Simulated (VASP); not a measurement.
Crystal: HfZn.

```xyz
2
Lattice="3.2751 0.0000 0.0000 0.0000 3.2751 0.0000 0.0000 0.0000 3.2751" Properties=species:S:1:pos:R:3 pbc="T T T"
Hf    1.6376    1.6376    1.6376
Zn    0.0000    0.0000    0.0000
```

```yaml
Program: VASP 6.6.1
Task: relaxation of cell and atoms
Functional: LDA
Potentials_or_basis: VASP PAW LDA potentials, release 64 (Hf_pv, Zn)
Cutoff: 600 eV
k_mesh: 8 × 8 × 8
Occupations: fermi-dirac, width 0.1 eV
Spin: no spin polarisation
```

At the start: pressure -6.0 GPa; volume 17.56 Å³/atom.

Problem. How do energy, volume and symmetry change on relaxing?

Solution. Over 3 steps the energy falls by 16.3 meV/atom and the volume is 16.74 Å³/atom (-4.7 %); space group Pm-3m (No. 221, to 0.05 Å).

Step by step:
| step | energy change (eV) | largest force (eV/Å) | pressure (GPa) | volume (Å³) |
| --- | --- | --- | --- | --- |
| 1 | 0.0000 | 0.0000 | -6.02 | 35.13 |
| 2 | 0.0028 | 0.0000 | 7.48 | 31.88 |
| 3 | -0.0326 | 0.0000 | -0.11 | 33.48 |

Final structure:
```
Hf Zn
1.0
     3.22305    0.00000    0.00000
     0.00000    3.22305    0.00000
     0.00000    0.00000    3.22305
Hf Zn
1 1
Direct
  0.50000 0.50000 0.50000
  0.00000 0.00000 0.00000
```
